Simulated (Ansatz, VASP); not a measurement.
One calculation of Sb, two programs

File INCAR:

```
PREC     = Accurate       # precision mode
ENCUT    = 400            # plane-wave cutoff, eV
EDIFF    = 1E-6           # SCF threshold, eV
ISMEAR   = 0              # smearing method
SIGMA    = 0.04           # smearing width, eV
LREAL    = False          # projectors in reciprocal space
LASPH    = True           # aspherical terms in the spheres
NELM     = 120            # most SCF steps
ALGO     = Normal         # electronic algorithm
ISIF     = 2              # what is computed and relaxed
LWAVE    = False          # write WAVECAR
LCHARG   = False          # write CHGCAR
LDIPOL   = True         
IDIPOL   = 3            
DIPOL    = 0.5 0.5 0.304
GGA      = PE             # functional
NBANDS   = 12             # bands
GGA_COMPAT= False        
NELMDL   = -8
```

File KPOINTS:

```
Automatic mesh
0
Gamma
  12 12 1
```

Contents of POSCAR:

```
Sb
1.0
    4.1106275532      0.0000000000      0.0000000000
   -2.0553137766      3.5599078865      0.0000000000
    0.0000000000      0.0000000000     27.0000000000
Sb
2
Direct
    0.3333333333      0.6666666667      0.2736531361
    0.6666666667      0.3333333333      0.3343104355
```

Input for Ansatz:

```yaml
crystal:
  lattice:
    - [4.1106275532, 0.0, 0.0]
    - [-2.0553137766, 3.5599078865, 0.0]
    - [0.0, 0.0, 27.0]
  atoms:
    - { symbol: Sb, position: [0.3333333333, 0.6666666667, 0.2736531361] }
    - { symbol: Sb, position: [0.6666666667, 0.3333333333, 0.3343104355] }
basis:
  ecutwfc: 420
kpoints:
  mp_grid: { grid: [12, 12, 1] }
hamiltonian:
  xc: pbe
  pseudopotentials: { kind: paw, azcp: { folder: soft_1 } }
scf:
  occupations: { method: gaussian, width: 0.04 }
  n_extra_bands: 6
  max_iter: 160
output:
  forces: true
  eigenvalues: true
efield:
  axis: 3
  dipole_correction: true
```

Alike in both runs: task single point; functional PBE; k mesh 12 × 12 × 1; occupations gaussian, width 0.04 eV; no spin polarisation.

|  | VASP | Ansatz |
| --- | --- | --- |
| version | VASP 6.6.1 | Ansatz 0.2.0 |
| potentials or method | VASP PAW PBE potentials, release 64 (Sb), cutoff 400 eV | scalar-relativistic, plane waves, PAW |
| valence electrons in the cell | 10 | 30 |

```tsv
	VASP	Ansatz	Ansatz less VASP
gap on the k mesh at the Fermi level (eV)	1.29	1.28	-0.006
least direct gap on the mesh (eV)	1.57	1.60	+0.030
rms of the force components (eV/Å)	0.051	0.003	-0.0486
```

Atom by atom the forces differ by 0.049 eV/Å (rms over components). VASP's potentials hold 10 valence electrons a cell and Ansatz's 30, so a difference there can come from the potentials and not from the codes.

Neither program's run includes spin-orbit coupling.
